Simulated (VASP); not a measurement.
Set up this calculation in VASP 6.6.1, as the native input.

* Task: single point
* Functional: PBE
* Potentials or basis: VASP PAW PBE potentials, release 64 (Sc_sv, B, S)
* Cutoff: 520 eV
* k mesh: 4 × 4 × 4
* Occupations: gaussian, width 0.1 eV
* Spin: no spin polarisation
* Dipole correction: no
* Further INCAR settings: ALGO = Normal; EDIFF = 1e-06; NBANDS = 24

The structure of ScBS3 lies in POSCAR:

```
ScBS3
1.0
    4.2348131290      0.0000000000      0.0000000000
    0.0000000000      4.2348131290      0.0000000000
    0.0000000000      0.0000000000      4.2348131290
Sc B S
1 1 3
Direct
    0.5000000000      0.5000000000      0.5000000000
    0.0000000000      0.0000000000      0.0000000000
    0.5000000000      0.0000000000      0.0000000000
    0.0000000000      0.5000000000      0.0000000000
    0.0000000000      0.0000000000      0.5000000000
```

These files were run (other wordings do the same):

INCAR

```
ALGO = Normal
EDIFF = 1E-6
ENCUT = 520
GGA = PE
ISIF = 2
ISMEAR = 0
LASPH = True
LCHARG = True
LELF = True
LREAL = False
LVHAR = True
LWAVE = False
NBANDS = 24
NELM = 60
PREC = Accurate
SIGMA = 0.1
```

KPOINTS

```
k-points
0
Gamma
  4 4 4
```

Potentials or basis: VASP PAW PBE potentials, release 64 (Sc_sv, B, S).

Launch:

```console
$ cat potpaw_PBE.64/Sc_sv/POTCAR potpaw_PBE.64/B/POTCAR potpaw_PBE.64/S/POTCAR > POTCAR
$ mpirun -np 1 vasp_std > vasp.out
```

Results of the run:

* Pressure: -0.1 GPa
* Band gap on the k mesh: zero (band 16 reaches 7.73 eV, above the bottom of band 17 at 5.62 eV)

Caveat: the k points lie up to 0.37 Å⁻¹ apart.

Wall time 20 s on 1 thread of Intel(R) Xeon(R) Platinum 8259CL CPU @ 2.50GHz (Skylake/Cascade Lake), on a shared host, peak memory 0.18 GiB.
